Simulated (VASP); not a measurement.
# CeO2 (Fm-3m) in VASP: notebook

CeO2 is run at these levels: PBE+U; tasks: single point.

All numbers are computed with VASP 6.6.1; they aren't measurements. Logs are shortened: lines on timing, memory, paths and dates and some standing lists are left out, and cuts for length are marked.

## 1. The cell of the first run

The structure is cubic, space group Fm-3m (No. 225). The conventional cell has a = 5.398 Å, b = 5.398 Å, c = 5.398 Å, α = 90.00°, β = 90.00°, γ = 90.00°. Within 3.1 Å of Ce (site symmetry m-3m) lie 8 O at 2.34 Å. Within 3.1 Å of O (site symmetry -43m) lie 4 Ce at 2.34 Å and 6 O at 2.70 Å.

## 2. Single point, PBE+U (13.11 Å³/atom)

Input file INCAR:

```
SYSTEM = CeO2
PREC = Accurate
ENCUT = 910
EDIFF = 1E-6
ISMEAR = 0
SIGMA = 0.05
LREAL = .FALSE.
LASPH = .TRUE.
NELM = 200
ALGO = Normal
ISIF = 2
LWAVE = .FALSE.
LCHARG = .FALSE.
LMAXMIX = 6
LDAU = .TRUE.
LDAUTYPE = 2
LDAUL = 3 -1
LDAUU = 5 0
LDAUJ = 0 0
LDAUPRINT = 1
GGA = PE
NBANDS = 19
GGA_COMPAT = .FALSE.
```

Input file KPOINTS:

```
regular mesh
0
G
  12 12 12
  0 0 0
```

Input file POSCAR:

```
CeO2
1.0
    0.0000000000      2.6989366406      2.6989366406
    2.6989366406      0.0000000000      2.6989366406
    2.6989366406      2.6989366406      0.0000000000
Ce O
1 2
Direct
    0.0000000000      0.0000000000      0.0000000000
    0.2500000000      0.2500000000      0.2500000000
    0.7500000000      0.7500000000      0.7500000000
```

Potentials or basis: VASP PAW PBE potentials, release 64 (Ce, O_h).

Command:

```sh
cat potpaw_PBE.64/Ce/POTCAR potpaw_PBE.64/O_h/POTCAR > POTCAR
mpirun -np 1 vasp_std > vasp.out
```

OUTCAR:

```text
SYSTEM = CeO2
   PREC = Accurate
   ENCUT = 910
   EDIFF = 1E-6
   ISMEAR = 0
   LREAL = .FALSE.
   LASPH = .TRUE.
   NELM = 200
   ISIF = 2
   GGA = PE

 ion  position               nearest neighbor table
   1  0.000  0.000  0.000-   2 2.34   3 2.34   3 2.34   3 2.34   3 2.34   2 2.34   2 2.34   2 2.34

   2  0.250  0.250  0.250-   1 2.34   1 2.34   1 2.34   1 2.34
   3  0.750  0.750  0.750-   1 2.34   1 2.34   1 2.34   1 2.34

  LATTYP: Found a face centered cubic cell.
 ALAT       =     5.3978732812

  Lattice vectors:

 A1 = (   0.0000000000,   2.6989366406,   2.6989366406)
 A2 = (   2.6989366406,   0.0000000000,   2.6989366406)
 A3 = (   2.6989366406,   2.6989366406,   0.0000000000)

Analysis of symmetry for initial positions (statically):
=====================================================================
 Subroutine PRICEL returns:
 Original cell was already a primitive cell.

 Routine SETGRP: Setting up the symmetry group for a
 face centered cubic supercell.

 Subroutine GETGRP returns: Found 48 space group operations
 (whereof 48 operations were pure point group operations)
 out of a pool of 48 trial point group operations.

The static configuration has the point symmetry O_h .

Analysis of symmetry for dynamics (positions and initial velocities):
=====================================================================
 Subroutine PRICEL returns:
 Original cell was already a primitive cell.

 Routine SETGRP: Setting up the symmetry group for a
 face centered cubic supercell.

 Subroutine GETGRP returns: Found 48 space group operations
 (whereof 48 operations were pure point group operations)
 out of a pool of 48 trial point group operations.

The dynamic configuration has the point symmetry O_h .

 Subroutine INISYM returns: Found 48 space group operations
 (whereof 48 operations are pure point group operations),
 and found     1 'primitive' translations

----------------------------------------------------------------------------------------

                                     Primitive cell

  volume of cell :      39.3195

  direct lattice vectors                    reciprocal lattice vectors
     0.000000000  2.698936641  2.698936641    -0.185258147  0.185258147  0.185258147
     2.698936641  0.000000000  2.698936641     0.185258147 -0.185258147  0.185258147
     2.698936641  2.698936641  0.000000000     0.185258147  0.185258147 -0.185258147

  length of vectors
     3.816872801  3.816872801  3.816872801     0.320876523  0.320876523  0.320876523

  position of ions in fractional coordinates (direct lattice)
     0.000000000  0.000000000  0.000000000
     0.250000000  0.250000000  0.250000000
     0.750000000  0.750000000  0.750000000

  ion indices of the primitive-cell ions
   primitive index   ion index
                 1           1
                 2           2
                 3           3

----------------------------------------------------------------------------------------
[... 89 lines left out ...]
     AMIX     =   0.40;   BMIX     =  1.00
     AMIX_MAG =   1.60;   BMIX_MAG =  1.00
  volume/ion in A,a.u.               =      13.11        88.45
  Fermi-wavevector in a.u.,A,eV,Ry     =   1.388703  2.624267 26.238763  1.928495
  Thomas-Fermi vector in A             =   2.512803
   LORBIT       =      0    0 simple, 1 ext, 2 COOP (PROOUT), +10 PAW based schemes
 LDA+U is selected, type is set to LDAUTYPE =  2
   angular momentum for each species LDAUL =     3   -1
   U (eV)           for each species LDAUU =   5.0  0.0
   J (eV)           for each species LDAUJ =   0.0  0.0
   GGA     = PE    functional components
   LHFCALC =     F    Hartree Fock is set to
   AEXX    =    0.0000 exact exchange contribution
   IVDW    =     0    specifies the selected vdW correction
   LEPSILON=     F    determine dielectric tensor
   LRPA    =     F    only Hartree local field effects (RPA)
 non-spin polarized calculation
 Gauss-broadening in eV      SIGMA  =   0.05
  energy-cutoff  :      910.00
  volume of cell :       39.32
 maximum number of plane-waves:      2477
 NGX is ok and might be reduce to    40
   NGX = 19   NGY = 19   NGZ = 19

atom =   1  type =  1  l = 3

 onsite density matrix

spin component  1

  0.0404  0.0000  0.0103 -0.0000  0.0000 -0.0000  0.0000
  0.0000  0.1408  0.0000 -0.0000 -0.0000 -0.0000  0.0000
  0.0103  0.0000  0.0351 -0.0000 -0.0000  0.0000  0.0000
 -0.0000 -0.0000 -0.0000  0.0483  0.0000  0.0000  0.0000
  0.0000 -0.0000 -0.0000  0.0000  0.0351 -0.0000 -0.0103
 -0.0000 -0.0000  0.0000  0.0000 -0.0000  0.0272  0.0000
  0.0000  0.0000  0.0000  0.0000 -0.0103  0.0000  0.0404

spin component  2

  0.0404  0.0000  0.0103 -0.0000  0.0000 -0.0000  0.0000
  0.0000  0.1408  0.0000 -0.0000 -0.0000 -0.0000  0.0000
  0.0103  0.0000  0.0351 -0.0000 -0.0000  0.0000  0.0000
 -0.0000 -0.0000 -0.0000  0.0483  0.0000  0.0000  0.0000
  0.0000 -0.0000 -0.0000  0.0000  0.0351 -0.0000 -0.0103
 -0.0000 -0.0000  0.0000  0.0000 -0.0000  0.0272  0.0000
  0.0000  0.0000  0.0000  0.0000 -0.0103  0.0000  0.0404

 occupancies and eigenvectors

  o =  0.0272  v = -0.0019  0.0000  0.0025  0.0000 -0.0027 -1.0000 -0.0021  0.0000  0.0000  0.0000  0.0000  0.0000  0.0000  0.0000      0.0000  0.0000  0.0000  0.0000  0.0000  0.0000  0.0000  0.0000  0.0000  0.0000  0.0000  0.0000  0.0000  0.0000
  o =  0.0272  v =  0.0000  0.0000  0.0000  0.0000  0.0000  0.0000  0.0000 -0.0019  0.0000  0.0025  0.0000 -0.0027 -1.0000 -0.0021      0.0000  0.0000  0.0000  0.0000  0.0000  0.0000  0.0000  0.0000  0.0000  0.0000  0.0000  0.0000  0.0000  0.0000
  o =  0.0272  v =  0.0000  0.0000  0.0000  0.0000  0.0000  0.0000  0.0000  0.6122  0.0000 -0.7904  0.0000 -0.0168 -0.0031 -0.0130      0.0000  0.0000  0.0000  0.0000  0.0000  0.0000  0.0000  0.0000  0.0000  0.0000  0.0000  0.0000  0.0000  0.0000
  o =  0.0272  v =  0.6122  0.0000 -0.7904  0.0000 -0.0168 -0.0031 -0.0130  0.0000  0.0000  0.0000  0.0000  0.0000  0.0000  0.0000      0.0000  0.0000  0.0000  0.0000  0.0000  0.0000  0.0000  0.0000  0.0000  0.0000  0.0000  0.0000  0.0000  0.0000
  o =  0.0272  v = -0.0130 -0.0000  0.0168  0.0000 -0.7904  0.0035 -0.6122  0.0000  0.0000  0.0000  0.0000  0.0000  0.0000  0.0000      0.0000  0.0000  0.0000  0.0000  0.0000  0.0000  0.0000  0.0000  0.0000  0.0000  0.0000  0.0000  0.0000  0.0000
  o =  0.0272  v =  0.0000  0.0000  0.0000  0.0000  0.0000  0.0000  0.0000 -0.0130 -0.0000  0.0168  0.0000 -0.7904  0.0035 -0.6122      0.0000  0.0000  0.0000  0.0000  0.0000  0.0000  0.0000  0.0000  0.0000  0.0000  0.0000  0.0000  0.0000  0.0000
  o =  0.0483  v =  0.7904 -0.0000  0.6122  0.0061  0.0129  0.0000 -0.0167  0.0000  0.0000  0.0000  0.0000  0.0000  0.0000  0.0000      0.0000  0.0000  0.0000  0.0000  0.0000  0.0000  0.0000  0.0000  0.0000  0.0000  0.0000  0.0000  0.0000  0.0000
  o =  0.0483  v =  0.0000  0.0000  0.0000  0.0000  0.0000  0.0000  0.0000  0.7904 -0.0000  0.6122  0.0061  0.0129  0.0000 -0.0167      0.0000  0.0000  0.0000  0.0000  0.0000  0.0000  0.0000  0.0000  0.0000  0.0000  0.0000  0.0000  0.0000  0.0000
  o =  0.0483  v =  0.0148 -0.0000  0.0115  0.2642 -0.5905  0.0000  0.7623  0.0000  0.0000  0.0000  0.0000  0.0000  0.0000  0.0000      0.0000  0.0000  0.0000  0.0000  0.0000  0.0000  0.0000  0.0000  0.0000  0.0000  0.0000  0.0000  0.0000  0.0000
  o =  0.0483  v =  0.0000  0.0000  0.0000  0.0000  0.0000  0.0000  0.0000  0.0148 -0.0000  0.0115  0.2642 -0.5905  0.0000  0.7623      0.0000  0.0000  0.0000  0.0000  0.0000  0.0000  0.0000  0.0000  0.0000  0.0000  0.0000  0.0000  0.0000  0.0000
  o =  0.0483  v =  0.0000  0.0000  0.0000  0.0000  0.0000  0.0000  0.0000  0.0091 -0.0000  0.0070 -0.9645 -0.1617 -0.0000  0.2087      0.0000  0.0000  0.0000  0.0000  0.0000  0.0000  0.0000  0.0000  0.0000  0.0000  0.0000  0.0000  0.0000  0.0000
  o =  0.0483  v =  0.0091 -0.0000  0.0070 -0.9645 -0.1617 -0.0000  0.2087  0.0000  0.0000  0.0000  0.0000  0.0000  0.0000  0.0000      0.0000  0.0000  0.0000  0.0000  0.0000  0.0000  0.0000  0.0000  0.0000  0.0000  0.0000  0.0000  0.0000  0.0000
  o =  0.1408  v =  0.0000  0.0000  0.0000  0.0000  0.0000  0.0000  0.0000  0.0000  1.0000  0.0000  0.0000  0.0000  0.0000  0.0000      0.0000  0.0000  0.0000  0.0000  0.0000  0.0000  0.0000  0.0000  0.0000  0.0000  0.0000  0.0000  0.0000  0.0000
  o =  0.1408  v =  0.0000  1.0000  0.0000  0.0000  0.0000  0.0000  0.0000  0.0000  0.0000  0.0000  0.0000  0.0000  0.0000  0.0000      0.0000  0.0000  0.0000  0.0000  0.0000  0.0000  0.0000  0.0000  0.0000  0.0000  0.0000  0.0000  0.0000  0.0000

 number of electron      23.9999997 magnetization

 Free energy of the ion-electron system (eV)
  ---------------------------------------------------
  ext. energy  EPLUGINS =         0.00000000
  ---------------------------------------------------
  free energy    TOTEN  =       -24.24934248 eV

  energy without entropy =      -24.24934248  energy(sigma->0) =      -24.24934248

 E-fermi :   6.4022     XC(G=0): -11.3958

 val. band max:        6.1433601238   @ k =  -0.2500   0.2500   0.0000
 cond. band min:       8.5903629819   @ k =   0.5000   0.0000   0.0000
 fundamental gap:      2.4470028582
 Fermi energy:         6.4021854561

 k-point     1 :       0.0000    0.0000    0.0000
  band No.  band energies     occupation
      1     -27.3215      2.00000
      2     -10.3287      2.00000
      3      -9.3198      2.00000
      4      -9.3198      2.00000
      5      -9.3198      2.00000
      6      -9.2471      2.00000
[... 505 lines left out ...]
      6      -6.7563      2.00000
[... 11 lines left out ...]
     18       9.3112      0.00000
     19       9.3446      0.00000

 [... further k-points ...]

------------------------ aborting loop because EDIFF is reached ----------------------------------------

  FORCE on cell =-STRESS in cart. coord.  units (eV):
  Direction    XX          YY          ZZ          XY          YZ          ZX
  --------------------------------------------------------------------------------------
  -------------------------------------------------------------------------------------
  Total        2.8336251      2.8336251      2.8336251      0.0000000      0.0000000      0.0000000
  in kB      115.4635504    115.4635504    115.4635504      0.0000000      0.0000000      0.0000000
  external PRESSURE =     115.4635504 kB  Pullay stress =       0.0000000 kB

 VOLUME and BASIS-vectors are now :
 -----------------------------------------------------------------------------
  energy-cutoff  :      910.00
  volume of cell :       39.32
      direct lattice vectors                 reciprocal lattice vectors
     0.000000000  2.698936641  2.698936641    -0.185258147  0.185258147  0.185258147
     2.698936641  0.000000000  2.698936641     0.185258147 -0.185258147  0.185258147
     2.698936641  2.698936641  0.000000000     0.185258147  0.185258147 -0.185258147

 POSITION                                       TOTAL-FORCE (eV/Angst)
 -----------------------------------------------------------------------------------
      0.00000      0.00000      0.00000        -0.000000     -0.000000     -0.000000
      1.34947      1.34947      1.34947        -0.000000     -0.000000     -0.000000
      4.04840      4.04840      4.04840         0.000000      0.000000      0.000000
 -----------------------------------------------------------------------------------
    total drift:                               -0.000000     -0.000000      0.000000

  FREE ENERGIE OF THE ION-ELECTRON SYSTEM (eV)
  ---------------------------------------------------
  free  energy   TOTEN  =       -24.2493424757 eV

  energy  without entropy=      -24.2493424757  energy(sigma->0) =      -24.24934248
```

Run time: 1.9 min. Hardware: 1 thread of AMD EPYC 9R45 (Zen 5), shared host; peak memory 0.32 GiB.

Results:

```
Free energy            : -24.2493 eV
Pressure               : 11.5 GPa
Band gap on the k mesh : 2.45 eV (least direct gap 2.66 eV)
```

Levels at points of the mesh, in eV from the valence-band top:
| k point | band 10 | band 11 | band 12 | band 13 | band 14 | band 15 |
| --- | --- | --- | --- | --- | --- | --- |
| (0.00, 0.00, 0.00) | -0.50 | -0.50 | -0.50 | 2.68 | 2.99 | 2.99 |
| (0.50, 0.00, 0.00) | -1.33 | -0.75 | -0.75 | 2.45 | 2.79 | 2.79 |
| (0.50, 0.50, 0.00) | -0.93 | -0.93 | -0.54 | 2.70 | 2.70 | 2.70 |

Eigenvalues of the final occupation matrices:
```
    site  spin  trace                         eigenvalues
site 1 f     1   0.37  0.03 0.03 0.03 0.05 0.05 0.05 0.14
site 1 f     2   0.37  0.03 0.03 0.03 0.05 0.05 0.05 0.14
```

Caveat: the cutoff is under 1.25 times the usual one of these potentials, so pressure, stress and relaxed cells hold a basis-set (Pulay) error; the cell stands under pressure; spin-orbit coupling is left out, which moves the levels of the heavy elements. Spin polarisation is off, so any magnetic state and its effect on volume and gap are missing.

[end of part 1 of 2]
